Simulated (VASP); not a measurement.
A run of VASP 6.6.1 is set up as follows.

The input INCAR:

```
PREC = Accurate ; ENCUT = 520
EDIFF = 1E-7 ; ISMEAR = -1
SIGMA = 0.08 ; LREAL = False
LASPH = True ; NELM = 60
ALGO = Normal ; ISIF = 2
LWAVE = False ; LCHARG = True
GGA = PE ; LELF = True
LVHAR = True ; NBANDS = 26
```

Contents of KPOINTS:

```
Automatic mesh
0
Gamma
  11 11 7
```

POSCAR

```
ZnO
1.0
    2.8844996273      0.0000000000      0.0000000000
   -1.4422498136      2.4980499544      0.0000000000
    0.0000000000      0.0000000000      5.0256031087
Zn O
2 2
Direct
    0.0000000000      0.0000000000      0.0000000000
    0.0000000000      0.0000000000      0.5000000000
    0.3333333333      0.6666666667      0.2500000000
    0.6666666667      0.3333333333      0.7500000000
```

Potentials or basis: VASP PAW PBE potentials, release 64 (Zn, O).

The run is started by

```console
$ cat potpaw_PBE.64/Zn/POTCAR potpaw_PBE.64/O/POTCAR > POTCAR
$ mpirun -np 1 vasp_std > vasp.out
```

Problem. What does it give for the band gap on the k mesh?

Solution. 1.13 eV, direct.

Problem. Estimate the pressure.

Solution. 28.9 GPa.

Stress tensor (GPa, compression positive):
```
28.77  0.00  0.00
 0.00 28.77  0.00
 0.00  0.00 29.02
```

 A k mesh can miss the band edges.
